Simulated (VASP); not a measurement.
A run of VASP 6.6.1:

INCAR

```
SYSTEM = HfC
PREC     = Accurate       ! precision mode
ENCUT    = 520            ! plane-wave cutoff, eV
EDIFF    = 1E-7           ! SCF threshold, eV
ISMEAR   = 0              ! smearing method
SIGMA    = 0.15           ! smearing width, eV
LREAL    = .False.        ! projectors in reciprocal space
LASPH    = .True.         ! aspherical terms in the spheres
NELM     = 80             ! most SCF steps
ALGO     = Normal         ! electronic algorithm
ISIF     = 2              ! what is computed and relaxed
LWAVE    = .False.        ! write WAVECAR
LCHARG   = .False.        ! write CHGCAR
GGA      = PE             ! functional
NBANDS   = 14             ! bands
```

Contents of KPOINTS:

```
Automatic mesh
0
Gamma
  18 18 18
  0 0 0
```

Contents of POSCAR:

```
HfC
1.0
    0.0000000000      2.3947500000      2.3947500000
    2.3947500000      0.0000000000      2.3947500000
    2.3947500000      2.3947500000      0.0000000000
Hf C
1 1
Direct
    0.5000000000      0.5000000000      0.5000000000
    0.0000000000      0.0000000000      0.0000000000
```

Potentials or basis: VASP PAW PBE potentials, release 64 (Hf_pv, C).

Command:

```bash
$ cat potpaw_PBE.64/Hf_pv/POTCAR potpaw_PBE.64/C/POTCAR > POTCAR
$ mpirun -np 1 vasp_std > vasp.out
```

Hardware: 1 thread of Intel(R) Xeon(R) 6975P-C (Granite Rapids), on a shared host.

Estimate the wall time of this run.

It took 40 s on 1 thread of Intel(R) Xeon(R) 6975P-C (Granite Rapids), on a shared host, peak memory 0.22 GiB. Counts: scf iterations 14, k points 195.
